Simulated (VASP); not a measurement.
A run of VASP 6.6.1 is set up as follows.

Contents of INCAR:

```
PREC     = Accurate       # precision mode
ENCUT    = 520            # plane-wave cutoff, eV
EDIFF    = 1E-6           # SCF threshold, eV
ISMEAR   = 0              # smearing method
SIGMA    = 0.05           # smearing width, eV
LREAL    = Auto         
LASPH    = True           # aspherical terms in the spheres
NELM     = 150            # most SCF steps
ALGO     = Normal         # electronic algorithm
ISIF     = 2              # what is computed and relaxed
LWAVE    = False          # write WAVECAR
LCHARG   = False          # write CHGCAR
ISPIN    = 2              # spin polarisation
MAGMOM   = 0 0 0 0 0 0 0 0 0 0 0 0 0 0 0 0 1 # initial moments
LORBIT   = 11             # projections on sites
GGA      = PS             # functional
NBANDS   = 52             # bands
```

File KPOINTS:

```
regular mesh
0
Gamma
  2 2 2
```

POSCAR

```
LiSi16
1.0
    0.0000000000      5.4300000000      5.4300000000
    5.4300000000      0.0000000000      5.4300000000
    5.4300000000      5.4300000000      0.0000000000
Si Li
16 1
Direct
   -0.0012731045     -0.0012077489      0.0014934961
    0.1227611174      0.1228606306      0.1324991224
    0.0010470623      0.0013619533      0.4992377247
    0.1229747388      0.1230786837      0.6223679768
   -0.0015143107      0.5023375940      0.0011507821
    0.1281920202      0.6243273525      0.1238339882
   -0.0014443734      0.5024563343      0.4982320538
    0.1221994160      0.6347313902      0.6216740809
    0.5021933210     -0.0014242234      0.0011800689
    0.6242642245      0.1282176859      0.1238522323
    0.5023108833     -0.0013539445      0.4982572247
    0.6343980115      0.1223765554      0.6217534585
    0.5000480774      0.5000674389     -0.0000431903
    0.6241041161      0.6241864082      0.1236802307
    0.5019513958      0.5021233724      0.4980307717
    0.6241530517      0.6242343777      0.6280706470
    0.2515481528      0.2520590396      0.7488207314
```

Potentials or basis: VASP PAW PBE potentials, release 64 (Si, Li_sv).

The run is started by

```sh
$ cat potpaw_PBE.64/Si/POTCAR potpaw_PBE.64/Li_sv/POTCAR > POTCAR
$ mpirun -np 1 vasp_std > vasp.out
```

Question: What does it give for the largest force?

Answer: 0.022 eV/Å.

Question: Estimate the net moment.

Answer: 0.00 μB per cell.

Forces on the atoms (eV/Å):
```
Si   0.000  0.000  0.000
Si   0.006  0.005  0.004
Si  -0.001 -0.001 -0.003
Si  -0.008 -0.009 -0.001
Si  -0.004 -0.001  0.002
Si   0.002  0.000  0.003
Si   0.001  0.004  0.002
Si  -0.006  0.009  0.002
Si   0.000 -0.004  0.001
Si   0.000  0.002  0.003
Si   0.004  0.001  0.002
Si   0.008 -0.005  0.004
Si   0.001  0.000  0.003
Si   0.001  0.001  0.004
Si   0.001  0.000 -0.007
Si   0.000  0.000  0.004
Li  -0.005 -0.002 -0.021
```

Caveat: the k points lie up to 0.50 Å⁻¹ apart; the PAW data sets were made with another functional, which shifts forces and pressure a little.
